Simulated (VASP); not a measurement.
LiNbO3, 5 atoms in the cell. The typed cell holds 5 atoms: a = 3.956 Å, b = 3.956 Å, c = 3.956 Å, α = 89.99°, β = 89.99°, γ = 89.99°. 

- Program: VASP 6.6.1
- Task: single point
- Functional: PBE
- Potentials or basis: VASP PAW PBE potentials, release 64 (Li_sv, Nb_sv, O)
- Cutoff: 520 eV
- k mesh: 6 × 6 × 6
- Occupations: gaussian, width 0.1 eV
- Spin: collinear spin, zero start
- Starting moments: [0.0, 0.0, 0.0, 0.0, 0.0] μB
- Dipole correction: no
- Further INCAR settings: ALGO = Normal; EDIFF = 1e-06; NBANDS = 29

Potentials or basis: VASP PAW PBE potentials, release 64 (Li_sv, Nb_sv, O).

The run is started by

```sh
$ cat potpaw_PBE.64/Li_sv/POTCAR potpaw_PBE.64/Nb_sv/POTCAR potpaw_PBE.64/O/POTCAR > POTCAR
$ mpirun -np 1 vasp_std > vasp.out
```

Hardware: 1 thread of Intel(R) Xeon(R) 6975P-C (Granite Rapids), with other jobs on the host.

How long does it take, and how much memory?

Run time: 60 s on 1 thread of Intel(R) Xeon(R) 6975P-C (Granite Rapids), on a shared host, peak memory 0.24 GiB. Counts: scf iterations 15, k points 32.
